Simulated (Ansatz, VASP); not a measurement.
## Cu: VASP beside Ansatz

File INCAR:

```
ALGO     = Normal         # electronic algorithm
EDIFF    = 1E-6           # SCF threshold, eV
ENCUT    = 600            # plane-wave cutoff, eV
GGA      = PE             # functional
GGA_COMPAT= False        
ISIF     = 2              # what is computed and relaxed
ISMEAR   = -1             # smearing method
LASPH    = True           # aspherical terms in the spheres
LCHARG   = False          # write CHGCAR
LREAL    = False          # projectors in reciprocal space
LWAVE    = False          # write WAVECAR
NBANDS   = 12             # bands
NELM     = 120            # most SCF steps
PREC     = Accurate       # precision mode
SIGMA    = 0.1            # smearing width, eV
```

The input KPOINTS:

```
k-points
0
Gamma
  12 12 12
```

The input POSCAR:

```
Cu
1.0
    0.0000000000      1.7917400000      1.7917400000
    1.7917400000      0.0000000000      1.7917400000
    1.7917400000      1.7917400000      0.0000000000
Cu
1
Direct
    0.0000000000      0.0000000000      0.0000000000
```

Input for Ansatz:

```yaml
crystal:
  lattice:
    - [0.0, 1.79174, 1.79174]
    - [1.79174, 0.0, 1.79174]
    - [1.79174, 1.79174, 0.0]
  atoms:
    - { symbol: Cu, position: [0.0, 0.0, 0.0] }
hamiltonian:
  xc: pbe
  pseudopotentials: { kind: paw }
basis:
  ecutwfc: 420
kpoints:
  mp_grid: { grid: [12, 12, 12] }
scf:
  occupations: { method: fermi_dirac, width: 0.1 }
  lower_state_search: "off"
  max_iter: 50
output:
  forces: true
  stress: true
```

Alike in both runs: task single point; functional PBE; k mesh 12 × 12 × 12; occupations fermi-dirac, width 0.1 eV; no spin polarisation.

|  | VASP | Ansatz |
| --- | --- | --- |
| version | VASP 6.6.1 | Ansatz 0.2.0 |
| potentials or method | VASP PAW PBE potentials, release 64 (Cu), cutoff 600 eV | PAW, plane waves, scalar-relativistic |
| valence electrons in the cell | 11 | 19 |

VASP gave:

- pressure (GPa): 6.6

Q: What did Ansatz give for the same quantities?

A: Pressure (GPa): 6.0.

VASP's potentials hold 11 valence electrons a cell and Ansatz's 19, so a difference there can come from the potentials and not from the codes.
